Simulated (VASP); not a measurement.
Here is a VASP 6.6.1 calculation.

The input INCAR:

```
SYSTEM = BeV2
PREC     = Accurate       ! precision mode
ENCUT    = 520            ! plane-wave cutoff, eV
EDIFF    = 1E-6           ! SCF threshold, eV
ISMEAR   = 0              ! smearing method
SIGMA    = 0.1            ! smearing width, eV
LREAL    = .FALSE.        ! projectors in reciprocal space
LASPH    = .TRUE.         ! aspherical terms in the spheres
NELM     = 100            ! most SCF steps
ALGO     = Fast           ! electronic algorithm
ISIF     = 2              ! what is computed and relaxed
LWAVE    = .FALSE.        ! write WAVECAR
LCHARG   = .FALSE.        ! write CHGCAR
GGA      = PE             ! functional
NBANDS   = 37             ! bands
```

The input KPOINTS:

```
Automatic mesh
0
G
  18 18 4
  0 0 0
```

The input POSCAR:

```
BeV2
1.0
    2.5462872397      0.0000000000      0.0000000000
   -1.2731436199      2.2051494349      0.0000000000
    0.0000000000      0.0000000000     13.1464943680
Be V
2 4
Direct
    0.3333333333      0.6666666667      0.2500000000
    0.6666666667      0.3333333333      0.7500000000
    0.3333333333      0.6666666667      0.5910109590
    0.6666666667      0.3333333333      0.0910109590
    0.3333333333      0.6666666667      0.9089890410
    0.6666666667      0.3333333333      0.4089890410
```

Potentials or basis: VASP PAW PBE potentials, release 64 (Be, V_sv).

Run with:

```bash
$ cat potpaw_PBE.64/Be/POTCAR potpaw_PBE.64/V_sv/POTCAR > POTCAR
$ mpirun -np 1 vasp_std > vasp.out
```

Task: What does it give for the band gap on the k mesh?

Result: Zero (band 28 reaches 9.09 eV, above the bottom of band 29 at 8.10 eV).

Task: Predict the pressure.

Result: 0.2 GPa.

Forces on the atoms (eV/Å):
```
Be   0.000  0.000  0.000
Be   0.000  0.000  0.000
V    0.000  0.000  0.003
V    0.000  0.000  0.003
V    0.000  0.000 -0.003
V    0.000  0.000 -0.003
```
